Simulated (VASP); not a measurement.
# Ir4Rh (I4/m) in VASP: a series of runs

Ir4Rh is run at these levels: PBE; tasks: single point, relaxation of cell and atoms.

Everything below comes from runs of VASP 6.6.1. Logs are shortened: lines on timing, memory, paths and dates and some standing lists are left out, and cuts for length are marked.

## (1) The cell of the first run

Symmetry: I4/m, No. 87, tetragonal system. Conventional cell: a = 6.062 Å, b = 6.062 Å, c = 3.834 Å, α = 90.00°, β = 90.00°, γ = 90.00°. Ir (site symmetry m) has 9 Ir at 2.71 Å and 3 Rh at 2.71 Å within 3.6 Å. Within 3.6 Å of Rh (site symmetry 4/m) lie 12 Ir at 2.71 Å.

## (2) Single point, PBE

File INCAR:

```
SYSTEM = Ir4Rh
  PREC = Accurate
  ENCUT = 520
  EDIFF = 1E-7
  ISMEAR = 0
  SIGMA = 0.1
  LREAL = .FALSE.
  LASPH = .TRUE.
  NELM = 80
  ALGO = Normal
  ISIF = 2
  LWAVE = .FALSE.
  LCHARG = .FALSE.
  GGA = PE
  NBANDS = 34
```

File KPOINTS:

```
Automatic mesh
0
G
  6 6 6
  0 0 0
```

File POSCAR:

```
Ir4Rh
1.0
   -3.0307599300      3.0307599300      1.9168208800
    3.0307599300     -3.0307599300      1.9168208800
    3.0307599300      3.0307599300     -1.9168208800
Ir Rh
4 1
Direct
    0.6000000000      0.8000000000      0.4000000000
    0.4000000000      0.2000000000      0.6000000000
    0.8000000000      0.4000000000      0.2000000000
    0.2000000000      0.6000000000      0.8000000000
    0.0000000000      0.0000000000      0.0000000000
```

Potentials or basis: VASP PAW PBE potentials, release 64 (Ir, Rh_pv).

Run with:

```sh
$ cat potpaw_PBE.64/Ir/POTCAR potpaw_PBE.64/Rh_pv/POTCAR > POTCAR
$ mpirun -np 1 vasp_std > vasp.out
```

OUTCAR:

```text
SYSTEM = Ir4Rh
   PREC = Accurate
   ENCUT = 520
   EDIFF = 1E-7
   ISMEAR = 0
   LREAL = .FALSE.
   LASPH = .TRUE.
   NELM = 80
   ISIF = 2
   GGA = PE

 ion  position               nearest neighbor table
   1  0.600  0.800  0.400-   2 2.71   2 2.71   5 2.71   4 2.71   5 2.71   3 2.71   4 2.71   3 2.71
                             3 2.71   5 2.71   4 2.71   2 2.71
   2  0.400  0.200  0.600-   1 2.71   1 2.71   5 2.71   3 2.71   5 2.71   4 2.71   3 2.71   4 2.71
                             4 2.71   5 2.71   3 2.71   1 2.71
   3  0.800  0.400  0.200-   2 2.71   5 2.71   1 2.71   4 2.71   2 2.71   5 2.71   1 2.71   4 2.71
                             1 2.71   4 2.71   2 2.71   5 2.71
   4  0.200  0.600  0.800-   5 2.71   1 2.71   2 2.71   3 2.71   5 2.71   1 2.71   2 2.71   3 2.71
                             2 2.71   3 2.71   1 2.71   5 2.71
   5  0.000  0.000  0.000-   3 2.71   1 2.71   2 2.71   4 2.71   1 2.71   2 2.71   4 2.71   3 2.71
                             1 2.71   2 2.71   3 2.71   4 2.71

  LATTYP: Found a body centered tetragonal cell.
 ALAT       =     6.0615198600
 C/A-ratio  =     0.6324555307

  Lattice vectors:

 A1 = (  -3.0307599300,   3.0307599300,   1.9168208800)
 A2 = (   3.0307599300,  -3.0307599300,   1.9168208800)
 A3 = (   3.0307599300,   3.0307599300,  -1.9168208800)

Analysis of symmetry for initial positions (statically):
=====================================================================
 Subroutine PRICEL returns:
 Original cell was already a primitive cell.

 Routine SETGRP: Setting up the symmetry group for a
 body centered tetragonal supercell.

 Subroutine GETGRP returns: Found  8 space group operations
 (whereof  8 operations were pure point group operations)
 out of a pool of 16 trial point group operations.

The static configuration has the point symmetry C_4h.

Analysis of symmetry for dynamics (positions and initial velocities):
=====================================================================
 Subroutine PRICEL returns:
 Original cell was already a primitive cell.

 Routine SETGRP: Setting up the symmetry group for a
 body centered tetragonal supercell.

 Subroutine GETGRP returns: Found  8 space group operations
 (whereof  8 operations were pure point group operations)
 out of a pool of 16 trial point group operations.

The dynamic configuration has the point symmetry C_4h.

 Subroutine INISYM returns: Found  8 space group operations
 (whereof  8 operations are pure point group operations),
 and found     1 'primitive' translations

----------------------------------------------------------------------------------------

                                     Primitive cell

  volume of cell :      70.4279

  direct lattice vectors                    reciprocal lattice vectors
    -3.030759930  3.030759930  1.916820880     0.000000000  0.164975126  0.260848578
     3.030759930 -3.030759930  1.916820880     0.164975126  0.000000000  0.260848578
     3.030759930  3.030759930 -1.916820880     0.164975126  0.164975126  0.000000000

  length of vectors
     4.695233092  4.695233092  4.695233092     0.308640199  0.308640199  0.233310060

  position of ions in fractional coordinates (direct lattice)
     0.600000000  0.800000000  0.400000000
     0.400000000  0.200000000  0.600000000
     0.800000000  0.400000000  0.200000000
     0.200000000  0.600000000  0.800000000
     0.000000000  0.000000000  0.000000000

  ion indices of the primitive-cell ions
   primitive index   ion index
                 1           1
                 2           2
                 3           3
                 4           4
                 5           5

----------------------------------------------------------------------------------------

 KPOINTS: Automatic mesh

Automatic generation of k-mesh.
 Grid dimensions read from file:
 generate k-points for:    6    6    6

 Generating k-lattice:

  Cartesian coordinates                     Fractional coordinates (reciprocal lattice)
[... 57 lines left out ...]
     34      20.9134      0.00000

 k-point     2 :       0.1667    0.0000   -0.0000
  band No.  band energies     occupation
      1     -36.3057      2.00000
      2     -36.3036      2.00000
      3     -36.3036      2.00000
      4       0.6595      2.00000
      5       4.1775      2.00000
      6       4.3999      2.00000
[... 26 lines left out ...]
     33      17.5645      0.00000
     34      17.9316      0.00000

 k-point     3 :       0.3333    0.0000   -0.0000
  band No.  band energies     occupation
      1     -36.3083      2.00000
      2     -36.3037      2.00000
      3     -36.3035      2.00000
      4       2.0733      2.00000
      5       3.4391      2.00000
      6       4.2488      2.00000
[... 26 lines left out ...]
     33      16.0256      0.00000
     34      18.2299      0.00000

 k-point     4 :       0.5000    0.0000    0.0000
  band No.  band energies     occupation
      1     -36.3096      2.00000
      2     -36.3037      2.00000
      3     -36.3035      2.00000
      4       2.9187      2.00000
      5       3.4412      2.00000
      6       4.0227      2.00000
[... 26 lines left out ...]
     33      15.4501      0.00000
     34      18.1991      0.00000

 k-point     5 :       0.1667    0.1667   -0.0000
  band No.  band energies     occupation
      1     -36.3083      2.00000
      2     -36.3037      2.00000
      3     -36.3034      2.00000
      4       1.8433      2.00000
      5       3.7530      2.00000
      6       4.0063      2.00000
[... 621 lines left out ...]
 k-point    22 :      -0.3333    0.3333    0.1667
  band No.  band energies     occupation
      1     -36.3051      2.00000
      2     -36.3039      2.00000
      3     -36.3036      2.00000
      4       1.5725      2.00000
      5       3.5207      2.00000
      6       3.7364      2.00000
[... 26 lines left out ...]
     33      17.5350      0.00000
     34      19.5191      0.00000

 k-point    23 :      -0.3333    0.3333   -0.1667
  band No.  band energies     occupation
      1     -36.3051      2.00000
      2     -36.3039      2.00000
      3     -36.3036      2.00000
      4       1.5895      2.00000
      5       3.3557      2.00000
      6       3.9014      2.00000
[... 26 lines left out ...]
     33      17.8754      0.00000
     34      17.9498      0.00000

 k-point    24 :      -0.1667    0.3333    0.1667
  band No.  band energies     occupation
      1     -36.3056      2.00000
      2     -36.3042      2.00000
      3     -36.3039      2.00000
      4       1.7562      2.00000
      5       3.7634      2.00000
      6       4.0202      2.00000
[... 26 lines left out ...]
     33      17.1249      0.00000
     34      18.3675      0.00000

 [... further k-points ...]

------------------------ aborting loop because EDIFF is reached ----------------------------------------

  FORCE on cell =-STRESS in cart. coord.  units (eV):
  Direction    XX          YY          ZZ          XY          YZ          ZX
  --------------------------------------------------------------------------------------
  -------------------------------------------------------------------------------------
  Total        3.4543645      3.4543645      3.4351543     -0.0000000      0.0000000      0.0000000
  in kB       78.5840023     78.5840023     78.1469858     -0.0000002      0.0000000      0.0000000
  external PRESSURE =      78.4383301 kB  Pullay stress =       0.0000000 kB

 VOLUME and BASIS-vectors are now :
 -----------------------------------------------------------------------------
  energy-cutoff  :      520.00
  volume of cell :       70.43
      direct lattice vectors                 reciprocal lattice vectors
    -3.030759930  3.030759930  1.916820880     0.000000000  0.164975126  0.260848578
     3.030759930 -3.030759930  1.916820880     0.164975126  0.000000000  0.260848578
     3.030759930  3.030759930 -1.916820880     0.164975126  0.164975126  0.000000000

 POSITION                                       TOTAL-FORCE (eV/Angst)
 -----------------------------------------------------------------------------------
      1.81846      0.60615      1.91682        -0.004733     -0.095486      0.000000
      1.21230      2.42461      0.00000         0.004733      0.095486     -0.000000
     -0.60615      1.81846      1.91682         0.095486     -0.004733     -0.000000
      3.63691      1.21230      0.00000        -0.095486      0.004733      0.000000
      0.00000      0.00000      0.00000        -0.000000     -0.000000      0.000000
 -----------------------------------------------------------------------------------
    total drift:                               -0.000000      0.000000      0.000000

  FREE ENERGIE OF THE ION-ELECTRON SYSTEM (eV)
  ---------------------------------------------------
  free  energy   TOTEN  =       -42.7204738495 eV

  energy  without entropy=      -42.6966861183  energy(sigma->0) =      -42.70857998
```

It took 1.8 min on 1 thread of AMD EPYC 9R45 (Zen 5), shared host; peak memory 0.21 GiB.

What came out:

```yaml
Free_energy: -42.7205 eV
Pressure: 7.8 GPa
Largest_force: 0.096 eV/Å
Band_gap_on_the_k_mesh: zero (an odd number of electrons rules out a gap without spin polarisation)
```

Forces on the atoms (eV/Å):
```
Ir  -0.005 -0.095  0.000
Ir   0.005  0.095  0.000
Ir   0.095 -0.005  0.000
Ir  -0.095  0.005  0.000
Rh   0.000  0.000  0.000
```

Caveat: the cell stands under pressure; spin-orbit coupling is left out, which moves the levels of the heavy elements.

## (3) Single point, PBE

This run uses another cell than the first one, of 14.39 Å³/atom.

File INCAR:

```
PREC     = Accurate       # precision mode
ENCUT    = 520            # plane-wave cutoff, eV
EDIFF    = 1E-7           # SCF threshold, eV
ISMEAR   = 0              # smearing method
SIGMA    = 0.1            # smearing width, eV
LREAL    = F              # projectors in reciprocal space
LASPH    = T              # aspherical terms in the spheres
NELM     = 80             # most SCF steps
ALGO     = Fast           # electronic algorithm
ISIF     = 2              # what is computed and relaxed
LWAVE    = F              # write WAVECAR
LCHARG   = T              # write CHGCAR
GGA      = PE             # functional
LELF     = T              # ELF
LVHAR    = T            
NBANDS   = 34             # bands
```

File KPOINTS:

```
regular mesh
0
Gamma
  6 6 6
```

File POSCAR:

```
Ir4Rh
1.0
   -3.0526533749      3.0526533749      1.9302544492
    3.0526533749     -3.0526533749      1.9302544492
    3.0526533749      3.0526533749     -1.9302544492
Ir Rh
4 1
Direct
    0.5989795717      0.8000371758      0.3990167475
    0.4010204283      0.1999628242      0.6009832525
    0.8000371758      0.4010204283      0.2010576042
    0.1999628242      0.5989795717      0.7989423958
    0.0000000000      0.0000000000      0.0000000000
```

Potentials or basis: VASP PAW PBE potentials, release 64 (Ir, Rh_pv).

Run with:

```sh
$ cat potpaw_PBE.64/Ir/POTCAR potpaw_PBE.64/Rh_pv/POTCAR > POTCAR
$ mpirun -np 1 vasp_std > vasp.out
```

Wall time 2.2 min (1 thread of AMD EPYC 9R45 (Zen 5), shared host); peak memory 0.22 GiB.

Results (log left out):

```yaml
Free_energy: -42.7604 eV
Pressure: 0.3 GPa
Largest_force: 0.004 eV/Å
Band_gap_on_the_k_mesh: zero (an odd number of electrons rules out a gap without spin polarisation)
```

Forces on the atoms (eV/Å):
```
Ir  -0.001  0.004  0.000
Ir   0.001 -0.004  0.000
Ir  -0.004 -0.001  0.000
Ir   0.004  0.001  0.000
Rh   0.000  0.000  0.000
```

Levels at points of the mesh, in eV from the Fermi level:
| k point | band 22 | band 23 | band 24 | band 25 | band 26 | band 27 | band 28 | band 29 |
| --- | --- | --- | --- | --- | --- | --- | --- | --- |
| (0.00, 0.00, 0.00) | -1.08 | -1.05 | -1.05 | -1.05 | 0.38 | 0.38 | 0.65 | 0.75 |
| (0.50, 0.00, 0.00) | -1.85 | -1.10 | -0.92 | -0.38 | -0.10 | 0.22 | 0.80 | 0.82 |
| (0.50, 0.50, 0.00) | -1.39 | -1.30 | -0.29 | -0.04 | 0.41 | 0.73 | 0.78 | 1.33 |
| (0.50, 0.50, 0.50) | -0.87 | -0.87 | -0.87 | -0.87 | 0.77 | 0.84 | 1.00 | 1.21 |

Caveat: spin-orbit coupling is left out, which moves the levels of the heavy elements.

## (4) Relaxation of cell and atoms, PBE

File INCAR:

```
SYSTEM = Ir4Rh
PREC = Accurate
ENCUT = 600
EDIFF = 1E-7
ISMEAR = 0
SIGMA = 0.1
LREAL = .FALSE.
LASPH = .TRUE.
NELM = 100
ALGO = Normal
ISIF = 3
LWAVE = .FALSE.
LCHARG = .FALSE.
GGA = PE
IBRION = 2
NSW = 90
EDIFFG = -0.04
```

File KPOINTS:

```
regular mesh
0
G
  6 6 6
  0 0 0
```

File POSCAR:

```
Ir4Rh
1.0
   -3.0307599300      3.0307599300      1.9168208800
    3.0307599300     -3.0307599300      1.9168208800
    3.0307599300      3.0307599300     -1.9168208800
Ir Rh
4 1
Direct
    0.6000000000      0.8000000000      0.4000000000
    0.4000000000      0.2000000000      0.6000000000
    0.8000000000      0.4000000000      0.2000000000
    0.2000000000      0.6000000000      0.8000000000
    0.0000000000      0.0000000000      0.0000000000
```

Run with:

```sh
$ cat potpaw_PBE.64/Ir/POTCAR potpaw_PBE.64/Rh_pv/POTCAR > POTCAR
$ mpirun -np 1 vasp_std > vasp.out
```

Run time: 6 min. Hardware: 1 thread of AMD EPYC 9R45 (Zen 5), shared host; peak memory 0.25 GiB.

The run converged. Its results:

```yaml
Free_energy: -42.7609 eV
Relaxed_volume: 14.40 Å³/atom
Relaxed_cell: a = 4.730 Å, b = 4.730 Å, c = 4.730 Å, α = 99.59°, β = 99.59°, γ = 131.81°
Space_group_after_relaxing_to_0.1_Å: I4/m (No. 87)
Energy_gained_by_relaxing: 7.9 meV/atom
Ionic_steps: 6
Pressure_after_relaxing: 0.1 GPa
Largest_force_after_relaxing: 0.026 eV/Å
Band_gap_on_the_k_mesh: zero (an odd number of electrons rules out a gap without spin polarisation)
```

Forces in eV/Å, atoms in the order of the input:
```
Ir  -0.002 -0.026  0.000
Ir   0.002  0.026  0.000
Ir   0.026 -0.002  0.000
Ir  -0.026  0.002  0.000
Rh   0.000  0.000  0.000
```

The path:
| step | energy change (eV) | largest force (eV/Å) | pressure (GPa) | volume (Å³) |
| --- | --- | --- | --- | --- |
| 1 | 0.0000 | 0.0956 | 7.89 | 70.43 |
| 2 | 0.3620 | 0.0854 | -20.79 | 77.74 |
| 3 | -0.0387 | 0.0807 | -0.28 | 72.08 |
| 4 | -0.0387 | 0.0809 | -0.04 | 72.03 |
| 5 | -0.0387 | 0.0811 | 0.11 | 72.00 |
| 6 | -0.0394 | 0.0264 | 0.13 | 72.00 |

Final structure:
```
CELL_PARAMETERS angstrom
-3.05320 3.05320 1.93088
3.05320 -3.05320 1.93088
3.05320 3.05320 -1.93088
ATOMIC_POSITIONS crystal
Ir 0.59929 0.80008 0.39937
Ir 0.40071 0.19992 0.60063
Ir 0.80008 0.40071 0.20079
Ir 0.19992 0.59929 0.79921
Rh 0.00000 0.00000 0.00000
```

Levels at points of the mesh, in eV from the Fermi level:
| k point | band 22 | band 23 | band 24 | band 25 | band 26 | band 27 | band 28 | band 29 |
| --- | --- | --- | --- | --- | --- | --- | --- | --- |
| (0.00, 0.00, 0.00) | -1.08 | -1.05 | -1.05 | -1.05 | 0.37 | 0.37 | 0.66 | 0.74 |
| (0.50, 0.00, 0.00) | -1.84 | -1.10 | -0.92 | -0.38 | -0.09 | 0.21 | 0.80 | 0.82 |
| (0.50, 0.50, 0.00) | -1.38 | -1.30 | -0.29 | -0.04 | 0.40 | 0.73 | 0.78 | 1.33 |
| (0.50, 0.50, 0.50) | -0.87 | -0.87 | -0.87 | -0.87 | 0.76 | 0.84 | 1.00 | 1.20 |

Caveat: spin-orbit coupling is left out, which moves the levels of the heavy elements.

## (5) Single point, PBE, collinear spin, ferromagnetic start

This run uses another cell than the first one, of 14.39 Å³/atom.

File INCAR:

```
ALGO = Normal
EDIFF = 1E-7
ENCUT = 520
GGA = PE
ISIF = 2
ISMEAR = 0
ISPIN = 2
LASPH = T
LCHARG = T
LELF = T
LMAXMIX = 4
LORBIT = 11
LREAL = F
LVHAR = T
LWAVE = F
MAGMOM = 1 1 1 1 1
NBANDS = 38
NELM = 150
PREC = Accurate
SIGMA = 0.1
```

File KPOINTS:

```
k-points
0
Gamma
  6 6 6
```

File POSCAR:

```
Ir4Rh
1.0
   -3.0526533749      3.0526533749      1.9302544492
    3.0526533749     -3.0526533749      1.9302544492
    3.0526533749      3.0526533749     -1.9302544492
Ir Rh
4 1
Direct
    0.4010204283      0.8000371758      0.2010576042
    0.5989795717      0.1999628242      0.7989423958
    0.1999628242      0.4010204283      0.6009832525
    0.8000371758      0.5989795717      0.3990167475
    0.0000000000      0.0000000000      0.0000000000
```

Run with:

```sh
$ cat potpaw_PBE.64/Ir/POTCAR potpaw_PBE.64/Rh_pv/POTCAR > POTCAR
$ mpirun -np 1 vasp_std > vasp.out
```

It took 2.7 min on 1 thread of AMD EPYC 9R45 (Zen 5), shared host; peak memory 0.29 GiB.

It converged, with:

```
Free energy                                           : -42.7604 eV
Pressure                                              : 0.3 GPa
Largest force                                         : 0.004 eV/Å
Net moment                                            : 0.00 μB per cell
Valence electrons inside the program's atomic spheres : Ir 8.29; Rh 13.80
```

Forces on the atoms (eV/Å):
```
Ir  -0.001 -0.004  0.000
Ir   0.001  0.004  0.000
Ir  -0.004  0.001  0.000
Ir   0.004 -0.001  0.000
Rh   0.000  0.000  0.000
```

Levels at points of the mesh, in eV from the Fermi level:
Spin up:
| k point | band 23 | band 24 | band 25 | band 26 | band 27 | band 28 |
| --- | --- | --- | --- | --- | --- | --- |
| (0.00, 0.00, 0.00) | -1.05 | -1.05 | -1.05 | 0.38 | 0.38 | 0.65 |
| (0.50, 0.00, 0.00) | -1.10 | -0.92 | -0.38 | -0.10 | 0.22 | 0.80 |
| (0.50, 0.50, 0.00) | -1.30 | -0.29 | -0.04 | 0.41 | 0.73 | 0.78 |
| (0.50, 0.50, 0.50) | -0.87 | -0.87 | -0.87 | 0.77 | 0.84 | 1.00 |
Spin down:
| k point | band 23 | band 24 | band 25 | band 26 | band 27 | band 28 |
| --- | --- | --- | --- | --- | --- | --- |
| (0.00, 0.00, 0.00) | -1.05 | -1.05 | -1.05 | 0.38 | 0.38 | 0.65 |
| (0.50, 0.00, 0.00) | -1.10 | -0.92 | -0.38 | -0.10 | 0.22 | 0.80 |
| (0.50, 0.50, 0.00) | -1.30 | -0.29 | -0.04 | 0.41 | 0.73 | 0.78 |
| (0.50, 0.50, 0.50) | -0.87 | -0.87 | -0.87 | 0.77 | 0.84 | 1.00 |

Caveat: spin-orbit coupling is left out, which moves the levels of the heavy elements.

## (6) The runs side by side

| task | spin | cell | cutoff (eV) | gap on the mesh (eV) | pressure (GPa) | largest force (eV/Å) |
| --- | --- | --- | --- | --- | --- | --- |
| single point | off | a = 4.695 Å, angles 99.6, 99.6, 131.8°, 5 atoms, atomic positions A | 520 | none | 7.8 | 0.10 |
| single point | off | a = 4.729 Å, angles 99.6, 99.6, 131.8°, 5 atoms, atomic positions A | 520 | none | 0.3 | - |
| relaxation of cell and atoms | off | relaxed from a = 4.695 Å, angles 99.6, 99.6, 131.8°, 5 atoms, atomic positions A | 600 | none | 0.1 | 0.03 |
| single point | collinear, ferromagnetic start | a = 4.729 Å, angles 99.6, 99.6, 131.8°, 5 atoms, atomic positions B | 520 | none | 0.3 | - |

Alike in all rows: level PBE; potentials or basis VASP PAW PBE potentials, release 64 (Ir, Rh_pv); k mesh 6 × 6 × 6; smearing gaussian 0.1 eV.

Caveats: spin-orbit coupling is left out, which moves the levels of the heavy elements; the cell stands under pressure (at least some runs).

Total energies depend on the potentials used, so only differences within one code and one set of settings carry meaning.
